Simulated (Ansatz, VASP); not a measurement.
# CdS in VASP and in Ansatz

POSCAR

```
CdS
1.0
   -0.0464395945      2.9392148400      2.9392148400
    2.9392148400     -0.0464395945      2.9392148400
    2.8927752455      2.8927752455      0.0000000000
Cd S
1 1
Direct
   -0.0034956189     -0.0034956189      0.0034956189
    0.2534956189      0.2534956189      0.2465043811
```

File INCAR.step1:

```
SYSTEM = CdS
  ALGO = Normal
  EDIFF = 1E-4
  ENCUT = 520
  GGA = PE
  ISMEAR = 0
  LASPH = .True.
  LCHARG = .False.
  LREAL = .False.
  LWAVE = .True.
  NBANDS = 16
  NELM = 80
  PREC = Accurate
  SIGMA = 0.01
```

Contents of INCAR.step2:

```
SYSTEM = CdS
  ALGO = Normal
  EDIFF = 1E-6
  ENCUT = 520
  ISIF = 2
  ISMEAR = 0
  ISTART = 1
  LASPH = .True.
  LCHARG = .False.
  LMIXTAU = .True.
  LREAL = .False.
  LWAVE = .False.
  METAGGA = R2SCAN
  NBANDS = 16
  NELM = 80
  PREC = Accurate
  SIGMA = 0.01
```

Contents of KPOINTS:

```
k-points
0
Gamma
  8 8 8
  0 0 0
```

Input for Ansatz:

```yaml
crystal:
  lattice:
    - [-0.0464395945, 2.93921484, 2.93921484]
    - [2.93921484, -0.0464395945, 2.93921484]
    - [2.8927752455, 2.8927752455, 0.0]
  atoms:
    - { symbol: Cd, position: [-0.0034956189, -0.0034956189, 0.0034956189] }
    - { symbol: S, position: [0.2534956189, 0.2534956189, 0.2465043811] }
kpoints:
  mp_grid: { grid: [8, 8, 8] }
  band_path:
    path:
      - [0.0, 0.0, 0.0]
      - [-0.5, -0.5, 0.0]
      - [-0.375, -0.375, 0.25]
      - [-0.375, 0.0, 0.375]
      - [0.0, 0.0, 0.5]
      - [-0.5, -0.25, 0.25]
    npoints: 1
hamiltonian:
  xc: r2scan
scf:
  occupations: { method: fixed }
  n_extra_bands: 4
output:
  forces: true
  stress: true
  eigenvalues: true
```

Change from the starting cell: shear_xy strain -3.2%.

Alike in both runs: task single point; functional r2SCAN; k mesh 8 × 8 × 8; no spin polarisation.

|  | VASP | Ansatz |
| --- | --- | --- |
| version | VASP 6.6.1 | Ansatz 0.2.0 |
| potentials or method | VASP PAW PBE potentials, release 64 (Cd, S) | plane waves, PAW |
| plane-wave cutoff (eV) | 520 | 500 |
| occupations | gaussian, width 0.01 eV | fixed |
| valence electrons in the cell | 18 | 26 |

```csv
,VASP,Ansatz,Ansatz less VASP
gap on the k mesh at the Fermi level (eV),1.47,1.47,+0.005
pressure (GPa),0.3,0.0,-0.31
"traceless stress, the component that is largest in VASP (GPa)",0.83,0.82,-0.005
```

VASP's potentials were made for PBE, not for r2SCAN. VASP's potentials hold 18 valence electrons a cell and Ansatz's 26, so a difference there can come from the potentials and not from the codes.
